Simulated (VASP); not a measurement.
Crystal: BAs.

```
B As
1.0
     0.00000    2.40440    2.40440
     2.40440    0.00000    2.40440
     2.40440    2.40440    0.00000
B As
1 1
Direct
  0.00000 0.00000 0.00000
  0.25000 0.25000 0.25000
```

| Item | Value |
| --- | --- |
| Program | VASP 6.6.1 |
| Task | relaxation of cell and atoms |
| Functional | LDA |
| Potentials or basis | VASP PAW LDA potentials, release 64 (B, As) |
| Cutoff | 600 eV |
| k mesh | 8 × 8 × 8 |
| Occupations | fermi-dirac, width 0.02 eV |
| Spin | no spin polarisation |

At the start: pressure -5.7 GPa; volume 13.90 Å³/atom.

**Question.** How do energy, volume and symmetry change on relaxing?

**Answer.** Over 3 steps the energy falls by 10.4 meV/atom and the volume is 13.33 Å³/atom (-4.1 %); space group F-43m (No. 216, to 0.05 Å).

The path:
```
step  energy change (eV)  largest force (eV/Å)  pressure (GPa)  volume (Å³)
   1              0.0000                0.0000           -5.67        27.80
   2             -0.0094                0.0000            4.74        25.87
   3             -0.0209                0.0000           -0.02        26.67
```

Final structure:
```
B As
1.0
     0.00000    2.37122    2.37122
     2.37122    0.00000    2.37122
     2.37122    2.37122    0.00000
B As
1 1
Direct
  0.00000 0.00000 0.00000
  0.25000 0.25000 0.25000
```
